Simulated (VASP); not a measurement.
# NaF (Fm-3m) in VASP: vibrations by perturbation theory with LDA

Aim: the vibrations by perturbation theory of NaF with LDA.

All numbers are computed with VASP 6.6.1; they aren't measurements. Logs are shortened: lines on timing, memory, paths and dates and some standing lists are left out, and cuts for length are marked.

**1. The cell of the first run**

It takes space group Fm-3m (No. 225, cubic). Conventional cell: a = 4.502 Å, b = 4.502 Å, c = 4.502 Å, α = 90.00°, β = 90.00°, γ = 90.00°. Within 3.0 Å of Na (site symmetry m-3m) lie 6 F at 2.25 Å. Within 3.0 Å of F (site symmetry m-3m) lie 6 Na at 2.25 Å.

**2. Vibrations by perturbation theory, LDA**

The input, INCAR:

```
PREC = Accurate ; ENCUT = 600
EDIFF = 1E-8 ; ISMEAR = 0
SIGMA = 0.01 ; LREAL = False
LASPH = True ; NELM = 120
ALGO = Normal ; ISIF = 2
LWAVE = False ; LCHARG = False
IBRION = 8 ; NSW = 1
LEPSILON = True ; GGA_COMPAT = False
```

The input, KPOINTS:

```
regular mesh
0
Gamma
  8 8 8
```

The input, POSCAR:

```
NaF
1.0
    0.0000000000      2.2511377514      2.2511377514
    2.2511377514      0.0000000000      2.2511377514
    2.2511377514      2.2511377514      0.0000000000
Na F
1 1
Direct
    0.0000000000      0.0000000000      0.0000000000
    0.5000000000      0.5000000000      0.5000000000
```

Potentials or basis: VASP PAW LDA potentials, release 64 (Na_pv, F).

The run is started by

```sh
$ cat potpaw_LDA.64/Na_pv/POTCAR potpaw_LDA.64/F/POTCAR > POTCAR
$ mpirun -np 1 vasp_std > vasp.out
```

OUTCAR:

```text
PREC = Accurate
   ENCUT = 600
   EDIFF = 1E-8
   ISMEAR = 0
   LREAL = False
   LASPH = True
   NELM = 120
   ISIF = 2
   IBRION = 8
   NSW = 1
   LEPSILON = True

 ion  position               nearest neighbor table
   1  0.000  0.000  0.000-   2 2.25   2 2.25   2 2.25   2 2.25   2 2.25   2 2.25
   2  0.500  0.500  0.500-   1 2.25   1 2.25   1 2.25   1 2.25   1 2.25   1 2.25

  LATTYP: Found a face centered cubic cell.
 ALAT       =     4.5022755028

  Lattice vectors:

 A1 = (   0.0000000000,   2.2511377514,   2.2511377514)
 A2 = (   2.2511377514,   0.0000000000,   2.2511377514)
 A3 = (   2.2511377514,   2.2511377514,   0.0000000000)

Analysis of symmetry for initial positions (statically):
=====================================================================
 Subroutine PRICEL returns:
 Original cell was already a primitive cell.

 Routine SETGRP: Setting up the symmetry group for a
 face centered cubic supercell.

 Subroutine GETGRP returns: Found 48 space group operations
 (whereof 48 operations were pure point group operations)
 out of a pool of 48 trial point group operations.

The static configuration has the point symmetry O_h .

Analysis of symmetry for dynamics (positions and initial velocities):
=====================================================================
 Subroutine PRICEL returns:
 Original cell was already a primitive cell.

 Routine SETGRP: Setting up the symmetry group for a
 face centered cubic supercell.

 Subroutine GETGRP returns: Found 48 space group operations
 (whereof 48 operations were pure point group operations)
 out of a pool of 48 trial point group operations.

The dynamic configuration has the point symmetry O_h .

 Subroutine INISYM returns: Found 48 space group operations
 (whereof 48 operations are pure point group operations),
 and found     1 'primitive' translations

----------------------------------------------------------------------------------------

                                     Primitive cell

  volume of cell :      22.8158

  direct lattice vectors                    reciprocal lattice vectors
     0.000000000  2.251137751  2.251137751    -0.222109909  0.222109909  0.222109909
     2.251137751  0.000000000  2.251137751     0.222109909 -0.222109909  0.222109909
     2.251137751  2.251137751  0.000000000     0.222109909  0.222109909 -0.222109909

  length of vectors
     3.183589539  3.183589539  3.183589539     0.384705646  0.384705646  0.384705646

  position of ions in fractional coordinates (direct lattice)
     0.000000000  0.000000000  0.000000000
     0.500000000  0.500000000  0.500000000

  ion indices of the primitive-cell ions
   primitive index   ion index
                 1           1
                 2           2

----------------------------------------------------------------------------------------

 KPOINTS: regular mesh

Automatic generation of k-mesh.
[... 487 lines left out ...]
          -0.000000     1.964113     0.000000
          -0.000000     0.000000     1.964113
 ------------------------------------------------------

 Free energy of the ion-electron system (eV)
  ---------------------------------------------------
  ---------------------------------------------------
  free energy    TOTEN  =        -0.06201688 eV

  energy without entropy =       -0.06201688

------------------------ aborting loop because EDIFF is reached ----------------------------------------

--------------------------------------- Ionic step        2  -------------------------------------------

------------------------ aborting loop because EDIFF is reached ----------------------------------------

--------------------------------------- Ionic step        3  -------------------------------------------

------------------------ aborting loop because EDIFF is reached ----------------------------------------

 PIEZOELECTRIC TENSOR FIELD DIRECTION 3  (e Angst)
 -----------------------------------------------------------------------------
    -0.00009  0.00000  0.00000           ( -0.00000  0.00000  0.00000)
     0.00000 -0.00009 -0.00000           (  0.00000 -0.00000  0.00000)
    -0.00000 -0.00000 -0.00003           (  0.00000  0.00000 -0.00001)

 PIEZOELECTRIC TENSOR FIELD DIRECTION 3  (C/m^2)
 -----------------------------------------------------------------------------
    -0.00006  0.00000  0.00000
     0.00000 -0.00006 -0.00000
    -0.00000 -0.00000 -0.00002

--------------------------------------- Ionic step        4  -------------------------------------------

------------------------ aborting loop because EDIFF is reached ----------------------------------------

[... ionic steps 5 to 6 ...]

--------------------------------------- Ionic step        7  -------------------------------------------

 Free energy of the ion-electron system (eV)
  ---------------------------------------------------
  ---------------------------------------------------
  free energy    TOTEN  =        -0.51906587 eV

  energy without entropy =       -0.51906587

------------------------ aborting loop because EDIFF is reached ----------------------------------------

 INTERNAL STRAIN TENSOR  FOR ION    2  DIRECTION 1   (eV/Angst):
 -----------------------------------------------------------------------------
     0.07290 -0.00000 -0.00000
     0.00000 -0.01284  0.00000
     0.00000  0.00000 -0.01284

 MACROSCOPIC STATIC DIELECTRIC TENSOR (including local field effects in DFT)
 ------------------------------------------------------
           1.918077    -0.000000     0.000000
          -0.000000     1.918077     0.000000
          -0.000000     0.000000     1.918077
 ------------------------------------------------------

 PIEZOELECTRIC TENSOR (including local field effects)  for field in x, y, z        (e  Angst)
          XX          YY          ZZ          XY          YZ          ZX
  --------------------------------------------------------------------------------
  x     0.00000     0.00000     0.00000     0.00000     0.00000     0.00000
  y     0.00000     0.00000     0.00000     0.00000     0.00000     0.00000
  z     0.00000     0.00000     0.00000     0.00000     0.00000     0.00000

 PIEZOELECTRIC TENSOR (including local field effects)  for field in x, y, z        (C/m^2)
          XX          YY          ZZ          XY          YZ          ZX
  --------------------------------------------------------------------------------
  x     0.00000     0.00000     0.00000     0.00000     0.00000     0.00000
  y     0.00000     0.00000     0.00000     0.00000     0.00000     0.00000
  z     0.00000     0.00000     0.00000     0.00000     0.00000     0.00000

 BORN EFFECTIVE CHARGES (including local field effects) (in |e|, cummulative output)
 ---------------------------------------------------------------------------------
 ion    1
    1     0.99309     0.00000     0.00000
    2     0.00000     0.99309     0.00000
    3     0.00000     0.00000     0.99309
 ion    2
    1    -0.99309     0.00000     0.00000
    2     0.00000    -0.99309     0.00000
    3     0.00000     0.00000    -0.99309

 INTERNAL STRAIN TENSOR FOR ION    2 for displacements in x,y,z  (eV/Angst):
          X           Y           Z          XY          YZ          ZX
  --------------------------------------------------------------------------------
  x     0.00000     0.00000     0.00000     0.00000     0.00000     0.00000
  y     0.00000     0.00000     0.00000     0.00000     0.00000     0.00000
  z     0.00000     0.00000     0.00000     0.00000     0.00000     0.00000

 SECOND DERIVATIVES (NOT SYMMETRIZED)
 ------------------------------------
               1X          1Y          1Z          2X          2Y          2Z
  1X    -2.990106    0.000000    0.000000    2.990106    0.000000    0.000000
  1Y     0.000000   -2.990106    0.000000    0.000000    2.990106    0.000000
  1Z     0.000000    0.000000   -2.990106    0.000000    0.000000    2.990106
  2X     2.983916    0.000000    0.000000   -2.983916    0.000000    0.000000
  2Y     0.000000    2.983916    0.000000    0.000000   -2.983916    0.000000
  2Z     0.000000    0.000000    2.983916    0.000000    0.000000   -2.983916

 Eigenvectors and eigenvalues of the dynamical matrix
 ----------------------------------------------------

   1 f  =    8.376970 THz    52.634055 2PiTHz  279.425643 cm-1    34.644349 meV
             X         Y         Z           dx          dy          dz
      0.000000  0.000000  0.000000     0.000000    0.000000   -0.673035
      2.251138  2.251138  2.251138     0.000000   -0.000000    0.739611
[... 21 lines left out ...]
   6 f/i=    0.004321 THz     0.027150 2PiTHz    0.144136 cm-1     0.017871 meV
             X         Y         Z           dx          dy          dz
      0.000000  0.000000  0.000000     0.181394   -0.298045    0.652142
      2.251138  2.251138  2.251138     0.165066   -0.271217    0.593440

--------------------------------------------------------------------------------------------------------

 MACROSCOPIC STATIC DIELECTRIC TENSOR IONIC CONTRIBUTION
 ------------------------------------------------------
           2.618585     0.000000    -0.000000
           0.000000     2.618585    -0.000000
          -0.000000    -0.000000     2.618585
 ------------------------------------------------------

 ELASTIC MODULI CONTR FROM IONIC RELAXATION (kBar)
 Direction    XX          YY          ZZ          XY          YZ          ZX
 --------------------------------------------------------------------------------
 XX           0.0000      0.0000      0.0000      0.0000      0.0000      0.0000
 YY           0.0000      0.0000      0.0000      0.0000      0.0000      0.0000
 ZZ           0.0000      0.0000      0.0000      0.0000      0.0000      0.0000
 XY           0.0000      0.0000      0.0000      0.0000      0.0000      0.0000
 YZ           0.0000      0.0000      0.0000      0.0000      0.0000      0.0000
 ZX           0.0000      0.0000      0.0000      0.0000      0.0000      0.0000
 --------------------------------------------------------------------------------

 PIEZOELECTRIC TENSOR IONIC CONTR  for field in x, y, z        (C/m^2)
          XX          YY          ZZ          XY          YZ          ZX
  --------------------------------------------------------------------------------
  x     0.00000     0.00000     0.00000     0.00000     0.00000     0.00000
  y     0.00000     0.00000     0.00000     0.00000     0.00000     0.00000
  z     0.00000     0.00000     0.00000     0.00000     0.00000     0.00000
```

Wall time 71 s (1 thread of Intel Xeon 6975P-C (Granite Rapids), shared host); peak memory 0.18 GiB.

What came out:

```yaml
Electronic_dielectric_tensor_diagonal: 1.92
Born_charges_mean_of_the_diagonal: Na +0.99; F -0.99 e
Highest_phonon_frequency_at_Γ_LO-TO_splitting_left_out: 279 cm⁻¹
```

Phonon frequencies in cm⁻¹ (negative: imaginary):
| q point | frequencies |
| --- | --- |
| (0.000, 0.000, 0.000) | 0 0 0 279 279 279 |

Electronic dielectric tensor:
```
1.92 0.00 0.00
0.00 1.92 0.00
0.00 0.00 1.92
```

Born effective charge tensors (e):
atom 1, Na
```
0.99 0.00 0.00
0.00 0.99 0.00
0.00 0.00 0.99
```
atom 2, F
```
-0.99  0.00  0.00
 0.00 -0.99  0.00
 0.00  0.00 -0.99
```
